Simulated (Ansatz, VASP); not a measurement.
**GdN: VASP beside Ansatz**

Contents of INCAR:

```
SYSTEM = GdN
ALGO     = Normal         ! electronic algorithm
EDIFF    = 1E-6           ! SCF threshold, eV
ENCUT    = 520            ! plane-wave cutoff, eV
GGA      = RE             ! functional
ISIF     = 2              ! what is computed and relaxed
ISMEAR   = 0              ! smearing method
ISPIN    = 2              ! spin polarisation
LASPH    = .True.         ! aspherical terms in the spheres
LCHARG   = .False.        ! write CHGCAR
LDAU     = .True.         ! DFT+U
LDAUJ    = 0 0          
LDAUL    = 3 -1           ! shell
LDAUPRINT= 1            
LDAUTYPE = 2            
LDAUU    = 6 0            ! U, eV
LMAXMIX  = 6              ! l up to which the mixer works
LORBIT   = 11             ! projections on sites
LREAL    = .False.        ! projectors in reciprocal space
LWAVE    = .False.        ! write WAVECAR
MAGMOM   = 7 0            ! initial moments
NBANDS   = 22             ! bands
NELM     = 150            ! most SCF steps
PREC     = Accurate       ! precision mode
SIGMA    = 0.05           ! smearing width, eV
```

The input KPOINTS:

```
k-points
0
Gamma
  8 8 8
  0 0 0
```

File POSCAR:

```
GdN
1.0
    0.0000000000      2.4994985661      2.4994985661
    2.4994985661      0.0000000000      2.4994985661
    2.4994985661      2.4994985661      0.0000000000
Gd N
1 1
Direct
    0.5000000000      0.5000000000      0.5000000000
    0.0000000000      0.0000000000      0.0000000000
```

Input for Ansatz:

```yaml
crystal:
  lattice:
    - [0.0, 2.4994985661, 2.4994985661]
    - [2.4994985661, 0.0, 2.4994985661]
    - [2.4994985661, 2.4994985661, 0.0]
  atoms:
    - { symbol: Gd, position: [0.5, 0.5, 0.5], spin: 7.0 }
    - { symbol: "N", position: [0.0, 0.0, 0.0] }
basis:
  ecutwfc: 420
  ecutrho_ratio: 4
kpoints:
  mp_grid: { grid: [8, 8, 8] }
hamiltonian:
  xc: revpbe
  hubbard: { sites: [{ species: Gd, l: f, u_eff: 6.0 }] }
scf:
  occupations: { method: gaussian, width: 0.05 }
output:
  forces: true
  stress: true
  write_density: true
  write_potential: true
  elf: true
  volumetric_format: npy
magnetization:
  spin_polarized: true
```

Alike in both runs: task single point; functional revPBE; k mesh 8 × 8 × 8; occupations gaussian, width 0.05 eV; collinear spin; Hubbard terms Gd f U = 6.0 eV.

```csv
,VASP,Ansatz
version,VASP 6.6.1,Ansatz 0.2.0
potentials or method,"VASP PAW PBE potentials, release 64 (Gd, N), cutoff 520 eV","scalar-relativistic, plane waves, PAW"
valence electrons in the cell,23,23
```

VASP gave:

- gap on the k mesh at the Fermi level (eV): none
- pressure (GPa): 3.2
- net moment per atom (μB): 3.50
- size of the moment on the site where the two differ most (μB): 6.87

Q: What did Ansatz give for the same quantities?

A: gap on the k mesh at the Fermi level (eV): none; pressure (GPa): 2.7; net moment per atom (μB): 3.50; size of the moment on the site where the two differ most (μB): 6.94.

VASP's potentials were made for PBE, not for revPBE. Site moments also hang on the region over which each program counts them. The programs project onto different local orbitals, so the same U acts differently, and such runs can settle in different states. A gap of «none» marks a metal or a gap that the smearing closes. Ansatz's warnings: filled band counts differ across k points.

Spin-orbit coupling is off throughout.
